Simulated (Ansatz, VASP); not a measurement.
## SrO: VASP beside Ansatz

Contents of POSCAR:

```
SrO
1.0
    0.0000000000      2.6636056190      2.6636056190
    2.6636056190      0.0000000000      2.6636056190
    2.6636056190      2.6636056190      0.0000000000
Sr O
1 1
Direct
    0.5000000000      0.5000000000      0.5000000000
    0.0000000000      0.0000000000      0.0000000000
```

File INCAR.step1:

```
SYSTEM = SrO
  PREC = Accurate
  ENCUT = 520
  ISMEAR = 0
  SIGMA = 0.02
  LREAL = .False.
  LASPH = .True.
  NELM = 60
  NBANDS = 15
  GGA = PE
  ALGO = Normal
  EDIFF = 1E-4
  LWAVE = .True.
  LCHARG = .False.
```

Contents of INCAR.step2:

```
SYSTEM = SrO
  PREC = Accurate
  ENCUT = 520
  EDIFF = 1E-7
  ISMEAR = 0
  SIGMA = 0.02
  LREAL = .False.
  LASPH = .True.
  NELM = 60
  ALGO = Normal
  ISIF = 2
  LWAVE = .False.
  LCHARG = .False.
  METAGGA = R2SCAN
  LMIXTAU = .True.
  NBANDS = 15
  ISTART = 1
```

The input KPOINTS:

```
regular mesh
0
Gamma
  8 8 8
  0 0 0
```

Input for Ansatz:

```yaml
crystal:
  lattice:
    - [0.0, 2.6636056171, 2.6636056171]
    - [2.6636056171, 0.0, 2.6636056171]
    - [2.6636056171, 2.6636056171, 0.0]
  atoms:
    - { symbol: Sr, position: [0.5, 0.5, 0.5] }
    - { symbol: O, position: [0.0, 0.0, 0.0] }
basis:
  ecutwfc: 500
kpoints:
  mp_grid: { grid: [8, 8, 8] }
hamiltonian:
  xc: r2scan
scf:
  occupations: { method: gaussian, width: 0.02 }
output:
  forces: true
  stress: true
  eigenvalues: true
```

Alike in both runs: task single point; functional r2SCAN; k mesh 8 × 8 × 8; occupations gaussian, width 0.02 eV; no spin polarisation.

|  | VASP | Ansatz |
| --- | --- | --- |
| version | VASP 6.6.1 | Ansatz 0.2.0 |
| potentials or method | VASP PAW PBE potentials, release 64 (Sr_sv, O), cutoff 520 eV | scalar-relativistic, plane waves, PAW |
| valence electrons in the cell | 16 | 16 |

VASP gave:

| Quantity | Value |
| --- | --- |
| gap on the k mesh at the Fermi level (eV) | 3.77 |
| least direct gap on the mesh (eV) | 3.91 |
| pressure (GPa) | -6.9 |

Q: Which values does Ansatz return?

A: gap on the k mesh at the Fermi level (eV): 3.81; least direct gap on the mesh (eV): 3.91; pressure (GPa): -7.2.

VASP's potentials were made for PBE, not for r2SCAN.
